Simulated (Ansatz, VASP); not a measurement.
## Se: VASP beside Ansatz

```
Se
1.0
     2.79137    0.00000    0.00000
    -1.39568    2.41740    0.00000
     0.00000    0.00000    3.96796
Se
2
Direct
  0.33333 0.66667 0.25000
  0.66667 0.33333 0.75000
```

Change from the starting cell: volume scaled by 0.6, LAPW.

Alike in both runs: task single point; functional PBE; k mesh 14 × 14 × 8; occupations fermi-dirac, width 0.08 eV; no spin polarisation.

```csv
,VASP,Ansatz
version,VASP 6.6.1,Ansatz 0.2.0
potentials or method,"VASP PAW PBE potentials, release 64 (Se), cutoff 520 eV","all-electron LAPW, scalar-relativistic"
```

Ansatz gave:

| Quantity | Value |
| --- | --- |
| pressure (GPa) | 78.3 |
| traceless stress, the component that is largest in VASP (GPa) | 0.12 |

Task: Estimate VASP's values.

Result: Pressure (GPa): 79.0; traceless stress, the component that is largest in VASP (GPa): 0.31.

Both programs put the cell under a high pressure, so it lies far from rest at this level. Ansatz ran all-electron here, and VASP with PAW potentials.

Noted on VASP's run: the cell as given lies far from equilibrium.
